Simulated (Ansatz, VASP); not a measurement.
Fe: VASP beside Ansatz

```
Fe
1.0
     2.45829    0.00000    0.00000
    -1.22915    2.12894    0.00000
     0.00000    0.00000    7.91363
Fe
4
Direct
  0.00000 0.00000 0.00000
  0.00000 0.00000 0.50000
  0.33333 0.66667 0.25000
  0.66667 0.33333 0.75000
```

Alike in both runs: task single point; functional LDA; k mesh 17 × 17 × 5; occupations fermi-dirac, width 0.05 eV; collinear spin.

```csv
,VASP,Ansatz
version,VASP 6.6.1,Ansatz 0.2.0
potentials or method,"VASP PAW LDA potentials, release 64 (Fe), cutoff 520 eV","plane waves (420 eV) with PAW, scalar-relativistic"
valence electrons in the cell,32,64
```

VASP gave:

* pressure (GPa): -22.3
* traceless stress, the component that is largest in VASP (GPa): -0.37
* net moment per atom (μB): 0.15
* size of the moment on the site where the two differ most (μB): 0.31

Problem. What did Ansatz give for the same quantities?

Solution. Pressure (GPa): -21.8; traceless stress, the component that is largest in VASP (GPa): -0.15; net moment per atom (μB): 0.19; size of the moment on the site where the two differ most (μB): 0.42.

Ansatz warns that its potentials were made for another functional, while VASP's fit it. LDA's correlation is that of Perdew and Zunger in VASP and of Perdew and Wang (1992) in Ansatz. Site moments also hang on the region over which each program counts them. VASP's potentials hold 32 valence electrons a cell and Ansatz's 64, so a difference there can come from the potentials and not from the codes. Ansatz's warnings: seeded moment not kept.
